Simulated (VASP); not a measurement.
InSb: single point with r2SCAN

Crystal: InSb.

```
In Sb
1.0
     0.00000    3.27873    3.27873
     3.27873    0.00000    3.27873
     3.27873    3.27873    0.00000
In Sb
1 1
Direct
  0.00000 0.00000 0.00000
  0.75000 0.75000 0.75000
```

* Program: VASP 6.6.1
* Task: single point
* Functional: r2SCAN
* Potentials or basis: VASP PAW PBE potentials, release 64 (In_d, Sb)
* Cutoff: 520 eV
* k mesh: 14 × 14 × 14
* Occupations: gaussian, width 0.1 eV
* Spin: no spin polarisation
* Dipole correction: no
* Further INCAR settings: ALGO = Normal; EDIFF = 1e-06; NBANDS = 16

```json
{
 "Pressure": "0.0 GPa",
 "Band gap on the k mesh": "0.02 eV"
}
```

Levels at points of the mesh, in eV from the valence-band top:
```
           k point  band 5  band 6  band 7  band 8  band 9  band 10  band 11  band 12  band 13  band 14
(0.00, 0.00, 0.00)  -14.93  -10.89    0.00    0.00    0.00     0.02     3.22     3.22     3.22     6.15
(0.50, 0.00, 0.00)  -14.93   -9.53   -5.60   -0.99   -0.99     0.77     4.09     4.09     6.48     8.65
(0.50, 0.50, 0.00)  -14.92   -8.93   -5.91   -2.24   -2.24     1.57     1.63     8.52     8.52     9.19
```

Run time: 5.7 min on 1 thread of AMD EPYC 9R14 (Zen 4), on a shared host, peak memory 0.27 GiB.

Caveat: the smearing spreads over this small gap; semilocal functionals underestimate gaps, and a narrow one can read as zero; the PAW data sets were made with another functional, which shifts forces and pressure a little; spin-orbit coupling is left out, which moves the levels of the heavy elements.
